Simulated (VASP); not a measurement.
A run of VASP 6.6.1 is set up as follows.

File INCAR:

```
SYSTEM = InPd
PREC = Accurate ; ENCUT = 500
EDIFF = 1E-6 ; ISMEAR = -1
SIGMA = 0.05 ; LREAL = .FALSE.
LASPH = .TRUE. ; NELM = 120
ALGO = Normal ; ISIF = 2
LWAVE = .FALSE. ; LCHARG = .TRUE.
GGA = PS ; LELF = .TRUE.
LVHAR = .TRUE. ; NBANDS = 18
GGA_COMPAT = .FALSE.
```

The input KPOINTS:

```
Automatic mesh
0
G
  8 8 8
  0 0 0
```

POSCAR

```
InPd
1.0
    3.0918998320      0.0000000000      0.0000000000
    0.0000000000      3.0918998320      0.0000000000
    0.0000000000      0.0000000000      3.0918998320
In Pd
1 1
Direct
    0.0000000000      0.0000000000      0.0000000000
    0.5000000000      0.5000000000      0.5000000000
```

Potentials or basis: VASP PAW PBE potentials, release 64 (In_d, Pd).

Command:

```console
$ cat potpaw_PBE.64/In_d/POTCAR potpaw_PBE.64/Pd/POTCAR > POTCAR
$ mpirun -np 1 vasp_std > vasp.out
```

Question: Estimate the pressure.

Answer: 30.5 GPa.

Caveat: the PAW data sets were made with another functional, which shifts forces and pressure a little.
